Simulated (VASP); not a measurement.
# Nb (Im-3m) in VASP: single point with PBE

Aim: the single point of Nb with PBE.

All numbers are computed with VASP 6.6.1; they aren't measurements. Logs are shortened: lines on timing, memory, paths and dates and some standing lists are left out, and cuts for length are marked.

### Step 1. The cell of the first run

The structure is cubic, space group Im-3m (No. 229). Conventional cell: a = 3.328 Å, b = 3.328 Å, c = 3.328 Å, α = 90.00°, β = 90.00°, γ = 90.00°. Nb (site symmetry m-3m) has 14 Nb at 2.88 to 3.33 Å within 3.8 Å.

### Step 2. Single point, PBE

Contents of INCAR:

```
SYSTEM = Nb
  PREC = Accurate
  ENCUT = 520
  EDIFF = 1E-7
  ISMEAR = 0
  SIGMA = 0.05
  LREAL = .FALSE.
  LASPH = .TRUE.
  NELM = 100
  ALGO = Normal
  ISIF = 2
  LWAVE = .FALSE.
  LCHARG = .TRUE.
  GGA = PE
  LELF = .TRUE.
  LVHAR = .TRUE.
  NBANDS = 12
```

Contents of KPOINTS:

```
Automatic mesh
0
G
  17 17 17
  0 0 0
```

Contents of POSCAR:

```
Nb
1.0
   -1.6639500000      1.6639500000      1.6639500000
    1.6639500000     -1.6639500000      1.6639500000
    1.6639500000      1.6639500000     -1.6639500000
Nb
1
Direct
    0.0000000000      0.0000000000      0.0000000000
```

Potentials or basis: VASP PAW PBE potentials, release 64 (Nb_sv).

Started as:

```
cat potpaw_PBE.64/Nb_sv/POTCAR > POTCAR
mpirun -np 1 vasp_std > vasp.out
```

OUTCAR:

```text
SYSTEM = Nb
   PREC = Accurate
   ENCUT = 520
   EDIFF = 1E-7
   ISMEAR = 0
   LREAL = .FALSE.
   LASPH = .TRUE.
   NELM = 100
   ISIF = 2
   GGA = PE

 ion  position               nearest neighbor table
   1  0.000  0.000  0.000-

  LATTYP: Found a body centered cubic cell.
 ALAT       =     3.3279000000

  Lattice vectors:

 A1 = (  -1.6639500000,   1.6639500000,   1.6639500000)
 A2 = (   1.6639500000,  -1.6639500000,   1.6639500000)
 A3 = (   1.6639500000,   1.6639500000,  -1.6639500000)

Analysis of symmetry for initial positions (statically):
=====================================================================
 Subroutine PRICEL returns:
 Original cell was already a primitive cell.

 Routine SETGRP: Setting up the symmetry group for a
 body centered cubic supercell.

 Subroutine GETGRP returns: Found 48 space group operations
 (whereof 48 operations were pure point group operations)
 out of a pool of 48 trial point group operations.

The static configuration has the point symmetry O_h .

Analysis of symmetry for dynamics (positions and initial velocities):
=====================================================================
 Subroutine PRICEL returns:
 Original cell was already a primitive cell.

 Routine SETGRP: Setting up the symmetry group for a
 body centered cubic supercell.

 Subroutine GETGRP returns: Found 48 space group operations
 (whereof 48 operations were pure point group operations)
 out of a pool of 48 trial point group operations.

The dynamic configuration has the point symmetry O_h .

 Subroutine INISYM returns: Found 48 space group operations
 (whereof 48 operations are pure point group operations),
 and found     1 'primitive' translations

----------------------------------------------------------------------------------------

                                     Primitive cell

  volume of cell :      18.4281

  direct lattice vectors                    reciprocal lattice vectors
    -1.663950000  1.663950000  1.663950000     0.000000000  0.300489798  0.300489798
     1.663950000 -1.663950000  1.663950000     0.300489798  0.000000000  0.300489798
     1.663950000  1.663950000 -1.663950000     0.300489798  0.300489798  0.000000000

  length of vectors
     2.882045941  2.882045941  2.882045941     0.424956748  0.424956748  0.424956748

  position of ions in fractional coordinates (direct lattice)
     0.000000000  0.000000000  0.000000000

  ion indices of the primitive-cell ions
   primitive index   ion index
                 1           1

----------------------------------------------------------------------------------------

 KPOINTS: Automatic mesh

Automatic generation of k-mesh.
 Grid dimensions read from file:
 generate k-points for:   17   17   17

 Generating k-lattice:

  Cartesian coordinates                     Fractional coordinates (reciprocal lattice)
     0.000000000  0.017675870  0.017675870     0.058823529  0.000000000  0.000000000
     0.017675870  0.000000000  0.017675870     0.000000000  0.058823529  0.000000000
     0.017675870  0.017675870  0.000000000     0.000000000  0.000000000  0.058823529

  Length of vectors
     0.024997456  0.024997456  0.024997456

  Shift w.r.t. Gamma in fractional coordinates (k-lattice)
     0.000000000  0.000000000  0.000000000

 Subroutine IBZKPT returns following result:
 ===========================================

 Found    165 irreducible k-points:

 Following reciprocal coordinates:
            Coordinates               Weight
  0.000000  0.000000  0.000000      1.000000
  0.058824  0.000000  0.000000     12.000000
  0.117647  0.000000  0.000000     12.000000
  0.176471  0.000000  0.000000     12.000000
  0.235294  0.000000  0.000000     12.000000
  0.294118  0.000000  0.000000     12.000000
[... 16 lines left out ...]
  0.411765  0.117647  0.000000     48.000000
  0.176471  0.176471  0.000000     24.000000
 [... further k-points ...]
   k-points           NKPTS =    165   k-points in BZ     NKDIM =    165   number of bands    NBANDS=     12
   number of dos      NEDOS =    301   number of ions     NIONS =      1
   total plane-waves  NPLWV =  13824
   dimension x,y,z NGX =    24 NGY =   24 NGZ =   24
   dimension x,y,z NGXF=    48 NGYF=   48 NGZF=   48
   ions per type =               1
   NGX,Y,Z   is equivalent  to a cutoff of  13.84, 13.84, 13.84 a.u.
   NGXF,Y,Z  is equivalent  to a cutoff of  27.69, 27.69, 27.69 a.u.
 SYSTEM =  Nb
   PREC   = accura    normal or accurate (medium, high low for compatibility)
   ISTART =      0    job   : 0-new  1-cont  2-samecut
   ICHARG =      2    charge: 1-file 2-atom 10-const
   ISPIN  =      1    spin polarized calculation?
   LNONCOLLINEAR =      F non collinear calculations
   LSORBIT =      F    spin-orbit coupling
   LASPH  =      T    aspherical Exc in radial PAW
   ENCUT  =  520.0 eV  38.22 Ry    6.18 a.u.   5.36  5.36  5.36*2*pi/ulx,y,z
   NELM   =    100;   NELMIN=  2; NELMDL= -5     # of ELM steps
   EDIFF  = 0.1E-06   stopping-criterion for ELM
   LREAL  =      F    real-space projection
   EDIFFG = 0.1E-05   stopping-criterion for IOM
   NSW    =      0    number of steps for IOM
   IBRION =     -1    ionic relax: 0-MD 1-quasi-New 2-CG
   NFREE  =      0    steps in history (QN), initial steepest desc. (CG)
   ISIF   =      2    stress and relaxation
   ISYM   =      2    0-nonsym 1-usesym 2-fastsym
   POTIM  = 0.5000    time-step for ionic-motion
   TEBEG  =    0.0;   TEEND  =   0.0 temperature during run
   PSTRESS=    0.0 pullay stress
   NELECT =      13.0000    total number of electrons
   NUPDOWN=      -1.0000    fix difference up-down
   EMIN   =  10.00;   EMAX   =-10.00  energy-range for DOS
   EFERMI =   0.00;   METHOD = LEGACY
   ISMEAR =     0;   SIGMA  =   0.05  broadening in eV -4-tet -1-fermi 0-gaus
   EFERMI_NEDOS =   21; number of points for ismear=-14 and -15
   IALGO  =     38    algorithm
   IMIX   =      4    mixing-type and parameters
     AMIX     =   0.40;   BMIX     =  1.00
     AMIX_MAG =   1.60;   BMIX_MAG =  1.00
  volume/ion in A,a.u.               =      18.43       124.36
  Fermi-wavevector in a.u.,A,eV,Ry     =   1.457345  2.753983 28.896790  2.123854
  Thomas-Fermi vector in A             =   2.574157
   LORBIT       =      0    0 simple, 1 ext, 2 COOP (PROOUT), +10 PAW based schemes
   GGA     = PE    functional components
   LHFCALC =     F    Hartree Fock is set to
   AEXX    =    0.0000 exact exchange contribution
   IVDW    =     0    specifies the selected vdW correction
   LEPSILON=     F    determine dielectric tensor
   LRPA    =     F    only Hartree local field effects (RPA)
 non-spin polarized calculation
 Gauss-broadening in eV      SIGMA  =   0.05
  energy-cutoff  :      520.00
  volume of cell :       18.43
 maximum number of plane-waves:       531
 NGX is ok and might be reduce to    24
   NGX = 11   NGY = 11   NGZ = 11

 number of electron      12.9999999 magnetization

 Free energy of the ion-electron system (eV)
  ---------------------------------------------------
  ext. energy  EPLUGINS =         0.00000000
  ---------------------------------------------------
  free energy    TOTEN  =       -10.21343506 eV

  energy without entropy =      -10.21178010  energy(sigma->0) =      -10.21260758

 E-fermi :  10.8440     XC(G=0): -12.3821

 val. band max:       10.8395261647   @ k =  -0.2353   0.2941   0.1176
 cond. band min:      10.8832603983   @ k =  -0.3529   0.4706   0.1765
 fundamental gap:      0.0437342337
 Fermi energy:        10.8439757700

 k-point     1 :       0.0000    0.0000    0.0000
  band No.  band energies     occupation
      1     -43.5329      2.00000
      2     -18.8775      2.00000
      3     -18.8775      2.00000
      4     -18.8775      2.00000
      5       4.9612      2.00000
      6      11.2369      0.00000
      7      11.2369      0.00000
      8      11.2369      0.00000
      9      14.0712      0.00000
     10      14.0712      0.00000
     11      25.0188      0.00000
     12      25.0188      0.00000

 k-point     2 :       0.0588    0.0000    0.0000
  band No.  band energies     occupation
      1     -43.5255      2.00000
      2     -18.9233      2.00000
      3     -18.8915      2.00000
      4     -18.8778      2.00000
      5       5.1011      2.00000
      6      11.1514      0.00000
      7      11.2172      0.00000
      8      11.3697      0.00000
      9      13.9393      0.00000
     10      14.0717      0.00000
     11      25.1326      0.00000
     12      25.2652      0.00000

 k-point     3 :       0.1176    0.0000    0.0000
  band No.  band energies     occupation
      1     -43.5042      2.00000
      2     -19.0534      2.00000
      3     -18.9313      2.00000
      4     -18.8788      2.00000
      5       5.5002      2.00000
      6      10.9169      0.03914
      7      11.1308      0.00000
      8      11.7624      0.00000
      9      13.6672      0.00000
     10      14.0804      0.00000
     11      25.4014      0.00000
     12      25.9591      0.00000
[... 286 lines left out ...]
 k-point    23 :       0.4118    0.1176    0.0000
  band No.  band energies     occupation
      1     -43.3037      2.00000
      2     -20.0775      2.00000
      3     -19.3299      2.00000
      4     -18.9486      2.00000
      5       7.6215      2.00000
      6       9.3798      2.00000
      7      12.0073      0.00000
      8      13.9462      0.00000
      9      15.0790      0.00000
     10      17.7133      0.00000
     11      22.2094      0.00000
     12      23.1840      0.00000

 k-point    24 :       0.1765    0.1765    0.0000
  band No.  band energies     occupation
      1     -43.3823      2.00000
      2     -19.6889      2.00000
      3     -19.1459      2.00000
      4     -18.9618      2.00000
      5       7.6665      2.00000
      6       9.9545      2.00000
      7      10.2266      2.00000
      8      13.2548      0.00000
      9      14.6181      0.00000
     10      14.9074      0.00000
     11      25.0711      0.00000
     12      26.1963      0.00000

 [... further k-points ...]

------------------------ aborting loop because EDIFF is reached ----------------------------------------

  FORCE on cell =-STRESS in cart. coord.  units (eV):
  Direction    XX          YY          ZZ          XY          YZ          ZX
  --------------------------------------------------------------------------------------
  -------------------------------------------------------------------------------------
  Total       -0.3622569     -0.3622569     -0.3622569     -0.0000000      0.0000000      0.0000000
  in kB      -31.4953544    -31.4953544    -31.4953544     -0.0000000      0.0000000      0.0000000
  external PRESSURE =     -31.4953544 kB  Pullay stress =       0.0000000 kB

 VOLUME and BASIS-vectors are now :
 -----------------------------------------------------------------------------
  energy-cutoff  :      520.00
  volume of cell :       18.43
      direct lattice vectors                 reciprocal lattice vectors
    -1.663950000  1.663950000  1.663950000     0.000000000  0.300489798  0.300489798
     1.663950000 -1.663950000  1.663950000     0.300489798  0.000000000  0.300489798
     1.663950000  1.663950000 -1.663950000     0.300489798  0.300489798  0.000000000

 POSITION                                       TOTAL-FORCE (eV/Angst)
 -----------------------------------------------------------------------------------
      0.00000      0.00000      0.00000         0.000000     -0.000000     -0.000000
 -----------------------------------------------------------------------------------
    total drift:                               -0.000000     -0.000000     -0.000000

  FREE ENERGIE OF THE ION-ELECTRON SYSTEM (eV)
  ---------------------------------------------------
  free  energy   TOTEN  =       -10.2134350613 eV

  energy  without entropy=      -10.2117800974  energy(sigma->0) =      -10.21260758
```

It took 35 s on 1 thread of AMD EPYC 7R13 (Zen 3), shared host; peak memory 0.13 GiB.

Results:

```
Free energy : -10.2134 eV
Pressure    : -3.1 GPa
```

Levels at points of the mesh, in eV from the Fermi level:
```csv
k point,band 2,band 3,band 4,band 5,band 6,band 7,band 8,band 9,band 10,band 11
"(0.00, 0.00, 0.00)",-29.72,-29.72,-29.72,-5.88,0.39,0.39,0.39,3.23,3.23,14.17
```
